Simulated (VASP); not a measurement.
# Co (P6_3/mmc) in VASP: a series of runs

The runs below take Co through relaxation of shape and atoms at fixed volume, with PBE.

Everything below comes from runs of VASP 6.6.1. Logs are shortened: lines on timing, memory, paths and dates and some standing lists are left out, and cuts for length are marked.

## Step 1: The cell of the first run

It takes space group P6_3/mmc (No. 194, hexagonal). The conventional cell has a = 2.517 Å, b = 2.517 Å, c = 4.074 Å, α = 90.00°, β = 90.00°, γ = 120.00°. Co (site symmetry -6m2) has 12 Co at 2.50 to 2.52 Å within 3.3 Å.

## Step 2: Relaxation of shape and atoms at fixed volume, PBE, collinear spin, ferromagnetic start (11.17 Å³/atom)

INCAR

```
SYSTEM = Co
PREC = Accurate ; ENCUT = 600
EDIFF = 1E-6 ; ISMEAR = 0
SIGMA = 0.1 ; LREAL = .FALSE.
LASPH = .TRUE. ; NELM = 150
ALGO = Normal ; ISIF = 4
LWAVE = .FALSE. ; LCHARG = .FALSE.
ISPIN = 2 ; MAGMOM = 1.84 1.84
LORBIT = 11 ; LMAXMIX = 4
GGA = PE ; IBRION = 2
NSW = 50 ; EDIFFG = -0.01
```

KPOINTS

```
regular mesh
0
G
  18 18 10
  0 0 0
```

POSCAR

```
Co
1.0
    2.5169520531      0.0000000000      0.0000000000
   -1.2584760265      2.1797444181      0.0000000000
    0.0000000000      0.0000000000      4.0736231727
Co
2
Direct
    0.3333333333      0.6666666667      0.2500000000
    0.6666666667      0.3333333333      0.7500000000
```

Potentials or basis: VASP PAW PBE potentials, release 64 (Co).

Run with:

```bash
$ cat potpaw_PBE.64/Co/POTCAR > POTCAR
$ mpirun -np 1 vasp_std > vasp.out
```

OUTCAR:

```text
SYSTEM = Co
   PREC = Accurate
   ENCUT = 600
   EDIFF = 1E-6
   ISMEAR = 0
   LREAL = .FALSE.
   LASPH = .TRUE.
   NELM = 150
   ISIF = 4
   ISPIN = 2
   LORBIT = 11
   GGA = PE
   IBRION = 2
   NSW = 50
   EDIFFG = -0.01

 ion  position               nearest neighbor table
   1  0.333  0.667  0.250-   2 2.50   2 2.50   2 2.50   2 2.50   2 2.50   2 2.50
   2  0.667  0.333  0.750-   1 2.50   1 2.50   1 2.50   1 2.50   1 2.50   1 2.50

  LATTYP: Found a hexagonal cell.
 ALAT       =     2.5169520531
 C/A-ratio  =     1.6184746816

  Lattice vectors:

 A1 = (   2.5169520531,   0.0000000000,   0.0000000000)
 A2 = (  -1.2584760265,   2.1797444181,   0.0000000000)
 A3 = (   0.0000000000,   0.0000000000,   4.0736231727)

Analysis of symmetry for initial positions (statically):
=====================================================================
 Subroutine PRICEL returns:
 Original cell was already a primitive cell.

 Routine SETGRP: Setting up the symmetry group for a
 hexagonal supercell.

 Subroutine GETGRP returns: Found 24 space group operations
 (whereof 12 operations were pure point group operations)
 out of a pool of 24 trial point group operations.

The static configuration has the point symmetry D_3d.
 The point group associated with its full space group is D_6h.

Analysis of symmetry for dynamics (positions and initial velocities):
=====================================================================
 Subroutine PRICEL returns:
 Original cell was already a primitive cell.

 Routine SETGRP: Setting up the symmetry group for a
 hexagonal supercell.

 Subroutine GETGRP returns: Found 24 space group operations
 (whereof 12 operations were pure point group operations)
 out of a pool of 24 trial point group operations.

The dynamic configuration has the point symmetry D_3d.
 The point group associated with its full space group is D_6h.

Analysis of structural, dynamic, and magnetic symmetry:
=====================================================================
 Subroutine PRICEL returns:
 Original cell was already a primitive cell.

 Routine SETGRP: Setting up the symmetry group for a
 hexagonal supercell.

 Subroutine GETGRP returns: Found 24 space group operations
 (whereof 12 operations were pure point group operations)
 out of a pool of 24 trial point group operations.

The overall configuration has the point symmetry D_3d.
 The point group associated with its full space group is D_6h.

 Subroutine INISYM returns: Found 24 space group operations
 (whereof 12 operations are pure point group operations),
 and found     1 'primitive' translations

----------------------------------------------------------------------------------------

                                     Primitive cell

  volume of cell :      22.3492

  direct lattice vectors                    reciprocal lattice vectors
     2.516952053  0.000000000  0.000000000     0.397305939  0.229384691  0.000000000
    -1.258476026  2.179744418  0.000000000     0.000000000  0.458769382  0.000000000
     0.000000000  0.000000000  4.073623173     0.000000000  0.000000000  0.245481714

  length of vectors
     2.516952053  2.516952053  4.073623173     0.458769382  0.458769382  0.245481714

  position of ions in fractional coordinates (direct lattice)
     0.333333333  0.666666667  0.250000000
     0.666666667  0.333333333  0.750000000

  ion indices of the primitive-cell ions
   primitive index   ion index
                 1           1
                 2           2

----------------------------------------------------------------------------------------

 KPOINTS: regular mesh

Automatic generation of k-mesh.
 Grid dimensions read from file:
 generate k-points for:   18   18   10

 Generating k-lattice:

  Cartesian coordinates                     Fractional coordinates (reciprocal lattice)
     0.022072552  0.012743594  0.000000000     0.055555556  0.000000000  0.000000000
     0.000000000  0.025487188  0.000000000     0.000000000  0.055555556  0.000000000
     0.000000000  0.000000000  0.024548171     0.000000000  0.000000000  0.100000000

  Length of vectors
     0.025487188  0.025487188  0.024548171

  Shift w.r.t. Gamma in fractional coordinates (k-lattice)
     0.000000000  0.000000000  0.000000000

 Subroutine IBZKPT returns following result:
 ===========================================

 Found    222 irreducible k-points:

 Following reciprocal coordinates:
            Coordinates               Weight
  0.000000  0.000000  0.000000      1.000000
  0.055556  0.000000  0.000000      6.000000
  0.111111  0.000000  0.000000      6.000000
  0.166667 -0.000000  0.000000      6.000000
  0.222222  0.000000  0.000000      6.000000
  0.277778  0.000000  0.000000      6.000000
[... 16 lines left out ...]
  0.333333  0.111111  0.000000     12.000000
  0.388889  0.111111  0.000000     12.000000
 [... further k-points ...]
   k-points           NKPTS =    222   k-points in BZ     NKDIM =    222   number of bands    NBANDS=     15
   number of dos      NEDOS =    301   number of ions     NIONS =      2
   total plane-waves  NPLWV =  14400
   dimension x,y,z NGX =    20 NGY =   20 NGZ =   36
   dimension x,y,z NGXF=    40 NGYF=   40 NGZF=   72
   ions per type =               2
   NGX,Y,Z   is equivalent  to a cutoff of  13.21, 13.21, 14.69 a.u.
   NGXF,Y,Z  is equivalent  to a cutoff of  26.42, 26.42, 29.38 a.u.
 SYSTEM =  Co
   PREC   = accura    normal or accurate (medium, high low for compatibility)
   ISTART =      0    job   : 0-new  1-cont  2-samecut
   ICHARG =      2    charge: 1-file 2-atom 10-const
   ISPIN  =      2    spin polarized calculation?
   LNONCOLLINEAR =      F non collinear calculations
   LSORBIT =      F    spin-orbit coupling
   LASPH  =      T    aspherical Exc in radial PAW
   ENCUT  =  600.0 eV  44.10 Ry    6.64 a.u.   5.03  5.03  8.14*2*pi/ulx,y,z
   NELM   =    150;   NELMIN=  2; NELMDL= -5     # of ELM steps
   EDIFF  = 0.1E-05   stopping-criterion for ELM
   LREAL  =      F    real-space projection
   EDIFFG = -.1E-01   stopping-criterion for IOM
   NSW    =     50    number of steps for IOM
   IBRION =      2    ionic relax: 0-MD 1-quasi-New 2-CG
   NFREE  =      1    steps in history (QN), initial steepest desc. (CG)
   ISIF   =      4    stress and relaxation
   ISYM   =      2    0-nonsym 1-usesym 2-fastsym
   POTIM  = 0.5000    time-step for ionic-motion
   TEBEG  =    0.0;   TEEND  =   0.0 temperature during run
   PSTRESS=    0.0 pullay stress
   NELECT =      18.0000    total number of electrons
   NUPDOWN=      -1.0000    fix difference up-down
   EMIN   =  10.00;   EMAX   =-10.00  energy-range for DOS
   EFERMI =   0.00;   METHOD = LEGACY
   ISMEAR =     0;   SIGMA  =   0.10  broadening in eV -4-tet -1-fermi 0-gaus
   EFERMI_NEDOS =   21; number of points for ismear=-14 and -15
   IALGO  =     38    algorithm
   IMIX   =      4    mixing-type and parameters
     AMIX     =   0.40;   BMIX     =  1.00
     AMIX_MAG =   1.60;   BMIX_MAG =  1.00
  volume/ion in A,a.u.               =      11.17        75.41
  Fermi-wavevector in a.u.,A,eV,Ry     =   1.523159  2.878353 31.565693  2.320013
  Thomas-Fermi vector in A             =   2.631640
   LORBIT       =     11    0 simple, 1 ext, 2 COOP (PROOUT), +10 PAW based schemes
   GGA     = PE    functional components
   LHFCALC =     F    Hartree Fock is set to
   AEXX    =    0.0000 exact exchange contribution
   IVDW    =     0    specifies the selected vdW correction
   LEPSILON=     F    determine dielectric tensor
   LRPA    =     F    only Hartree local field effects (RPA)
 conjugate gradient relaxation of ions
 spin polarized calculation
 Gauss-broadening in eV      SIGMA  =   0.10
  energy-cutoff  :      600.00
  volume of cell :       22.35
 maximum number of plane-waves:       772
 NGX is ok and might be reduce to    20
   NGX =  9   NGY =  9   NGZ = 17

 number of electron      17.9999999 magnetization       3.2129895

 Free energy of the ion-electron system (eV)
  ---------------------------------------------------
  ext. energy  EPLUGINS =         0.00000000
  ---------------------------------------------------
  free energy    TOTEN  =       -14.06045061 eV

  energy without entropy =      -14.05168497  energy(sigma->0) =      -14.05606779

 E-fermi :   9.8488     XC(G=0): -13.2305

 val. band max:        9.8460047696   @ k =   0.2222   0.1111   0.0000
 cond. band min:       9.8559432799   @ k =   0.1667   0.1667   0.2000
 fundamental gap:      0.0099385103
 Fermi energy:         9.8488006415

 spin component 1

 k-point     1 :       0.0000    0.0000    0.0000
  band No.  band energies     occupation
      1       1.1147      1.00000
      2       4.8594      1.00000
      3       7.2791      1.00000
      4       7.3018      1.00000
      5       7.3018      1.00000
      6       7.5970      1.00000
      7       7.5970      1.00000
      8       7.9257      1.00000
      9       7.9257      1.00000
     10       8.9724      1.00000
     11       8.9724      1.00000
     12       9.7860      0.81270
     13      15.9338      0.00000
     14      31.5859      0.00000
     15      33.8649      0.00000
[... 397 lines left out ...]
 k-point    24 :       0.3889    0.1111    0.0000
  band No.  band energies     occupation
      1       5.3071      1.00000
      2       5.4819      1.00000
      3       5.6012      1.00000
      4       6.9962      1.00000
      5       7.0916      1.00000
      6       7.3672      1.00000
      7       7.6840      1.00000
      8       8.9613      1.00000
      9       9.1189      1.00000
     10       9.1219      1.00000
     11      10.8400      0.00000
     12      14.2697      0.00000
     13      18.9933      0.00000
     14      19.7315      0.00000
     15      22.0259      0.00000

 [... further k-points ...]

 spin component 2

 k-point     1 :       0.0000    0.0000    0.0000
  band No.  band energies     occupation
      1       1.0918      1.00000
      2       5.7931      1.00000
      3       8.9067      1.00000
      4       8.9374      1.00000
      5       8.9374      1.00000
      6       9.2854      1.00000
      7       9.2854      1.00000
      8       9.6993      0.98274
      9       9.6993      0.98274
     10       9.7007      0.98189
     11      10.8620      0.00000
     12      10.8620      0.00000
     13      16.9306      0.00000
     14      31.2771      0.00000
     15      34.2071      0.00000
[... 397 lines left out ...]
 k-point    24 :       0.3889    0.1111    0.0000
  band No.  band energies     occupation
      1       6.0508      1.00000
      2       6.6965      1.00000
      3       6.8428      1.00000
      4       7.8161      1.00000
      5       8.6957      1.00000
      6       8.8879      1.00000
      7       9.2565      1.00000
      8      10.7914      0.00000
      9      10.9819      0.00000
     10      11.0364      0.00000
     11      12.1607      0.00000
     12      15.0781      0.00000
     13      19.4712      0.00000
     14      20.1493      0.00000
     15      22.3160      0.00000

 [... further k-points ...]

------------------------ aborting loop because EDIFF is reached ----------------------------------------

  FORCE on cell =-STRESS in cart. coord.  units (eV):
  Direction    XX          YY          ZZ          XY          YZ          ZX
  --------------------------------------------------------------------------------------
  -------------------------------------------------------------------------------------
  Total       -0.9312165     -0.9312165     -0.9300196     -0.0000000     -0.0000000     -0.0000000
  in kB      -66.7574715    -66.7574715    -66.6716637     -0.0000000     -0.0000000     -0.0000000
  external PRESSURE =     -66.7288689 kB  Pullay stress =       0.0000000 kB

 VOLUME and BASIS-vectors are now :
 -----------------------------------------------------------------------------
  energy-cutoff  :      600.00
  volume of cell :       22.35
      direct lattice vectors                 reciprocal lattice vectors
     2.516952053  0.000000000  0.000000000     0.397305939  0.229384691  0.000000000
    -1.258476026  2.179744418  0.000000000     0.000000000  0.458769382  0.000000000
     0.000000000  0.000000000  4.073623173     0.000000000  0.000000000  0.245481714

 POSITION                                       TOTAL-FORCE (eV/Angst)
 -----------------------------------------------------------------------------------
     -0.00000      1.45316      1.01841         0.000000      0.000000      0.000000
      1.25848      0.72658      3.05522        -0.000000     -0.000000      0.000000
 -----------------------------------------------------------------------------------
    total drift:                               -0.000000      0.000000     -0.000000

  FREE ENERGIE OF THE ION-ELECTRON SYSTEM (eV)
  ---------------------------------------------------
  free  energy   TOTEN  =       -14.0604506064 eV

  energy  without entropy=      -14.0516849653  energy(sigma->0) =      -14.05606779

 reached required accuracy - stopping structural energy minimisation

 total charge

# of ion       s       p       d       tot
------------------------------------------
    1        0.476   0.495   7.245   8.217
    2        0.476   0.495   7.245   8.217
--------------------------------------------------
tot          0.952   0.991  14.491  16.434

 magnetization (x)

# of ion       s       p       d       tot
------------------------------------------
    1       -0.015  -0.056   1.705   1.634
    2       -0.015  -0.056   1.705   1.634
--------------------------------------------------
tot         -0.030  -0.112   3.410   3.268
```

Wall time 70 s (1 thread of Intel Xeon 6975P-C (Granite Rapids), shared host); peak memory 0.25 GiB.

Results:

```
Free energy                                           : -14.0605 eV
Pressure after relaxing                               : -6.7 GPa
Net moment                                            : 3.21 μB per cell
Site moments                                          : Co +1.63 μB
Valence electrons inside the program's atomic spheres : Co 8.22
```

Final structure:
```
Co
1.0
     2.51695    0.00000    0.00000
    -1.25848    2.17974    0.00000
     0.00000    0.00000    4.07362
Co
2
Direct
  0.33333 0.66667 0.25000
  0.66667 0.33333 0.75000
```

## Step 3: Relaxation of shape and atoms at fixed volume, PBE, collinear spin, ferromagnetic start (11.50 Å³/atom)

This run uses another cell than the first one, of 11.50 Å³/atom.

INCAR

```
SYSTEM = Co
  PREC = Accurate
  ENCUT = 600
  EDIFF = 1E-7
  ISMEAR = 0
  SIGMA = 0.1
  LREAL = .False.
  LASPH = .True.
  NELM = 150
  ALGO = Normal
  ISIF = 4
  LWAVE = .False.
  LCHARG = .False.
  ISPIN = 2
  MAGMOM = 1.84 1.84
  LORBIT = 11
  LMAXMIX = 4
  GGA = PE
  IBRION = 2
  NSW = 50
  EDIFFG = -0.01
```

KPOINTS

```
regular mesh
0
Gamma
  18 18 10
  0 0 0
```

POSCAR

```
Co
1.0
    2.5411549999      0.0000000000      0.0000000000
   -1.2705774999      2.2007047849      0.0000000000
    0.0000000000      0.0000000000      4.1127950293
Co
2
Direct
    0.3333333333      0.6666666667      0.2500000000
    0.6666666667      0.3333333333      0.7500000000
```

Potentials or basis: VASP PAW PBE potentials, release 64 (Co).

Run with:

```bash
$ cat potpaw_PBE.64/Co/POTCAR > POTCAR
$ mpirun -np 1 vasp_std > vasp.out
```

Run time: 84 s. Hardware: 1 thread of Intel Xeon 6975P-C (Granite Rapids), shared host; peak memory 0.26 GiB.

The run converged. Its results:

```yaml
Free_energy: -14.0235 eV
Pressure_after_relaxing: -11.5 GPa
Net_moment: 3.25 μB per cell
Site_moments: Co +1.66 μB
Valence_electrons_inside_the_program's_atomic_spheres: Co 8.17
```

Final structure:
```
CELL_PARAMETERS angstrom
2.54115 0.00000 0.00000
-1.27058 2.20070 0.00000
0.00000 0.00000 4.11280
ATOMIC_POSITIONS crystal
Co 0.33333 0.66667 0.25000
Co 0.66667 0.33333 0.75000
```

Levels at points of the mesh, in eV from the Fermi level:
Spin up:
```tsv
k point	band 7	band 8	band 9	band 10	band 11	band 12	band 13	band 14	band 15
(0.00, 0.00, 0.00)	-2.24	-1.92	-1.92	-0.92	-0.92	-0.05	5.84	21.49	23.50
(0.50, 0.00, 0.00)	-2.15	-0.80	-0.72	-0.66	1.15	3.02	9.23	9.81	12.20
(0.00, 0.00, 0.50)	-2.58	-2.58	-1.21	-1.21	-1.21	-1.21	14.35	14.35	22.18
(0.50, 0.00, 0.50)	-1.11	-1.11	-0.72	-0.72	1.51	1.51	6.74	6.74	17.59
```
Spin down:
| k point | band 4 | band 5 | band 6 | band 7 | band 8 | band 9 | band 10 | band 11 |
| --- | --- | --- | --- | --- | --- | --- | --- | --- |
| (0.00, 0.00, 0.00) | -0.86 | -0.86 | -0.53 | -0.53 | -0.14 | -0.13 | -0.13 | 0.98 |
| (0.50, 0.00, 0.00) | -1.75 | -1.00 | -0.93 | -0.56 | 1.10 | 1.22 | 1.25 | 2.36 |
| (0.00, 0.00, 0.50) | -1.40 | -0.92 | -0.92 | -0.92 | -0.92 | 0.67 | 0.67 | 0.67 |
| (0.50, 0.00, 0.50) | -2.17 | -0.03 | -0.03 | 0.24 | 0.24 | 1.19 | 1.19 | 2.07 |
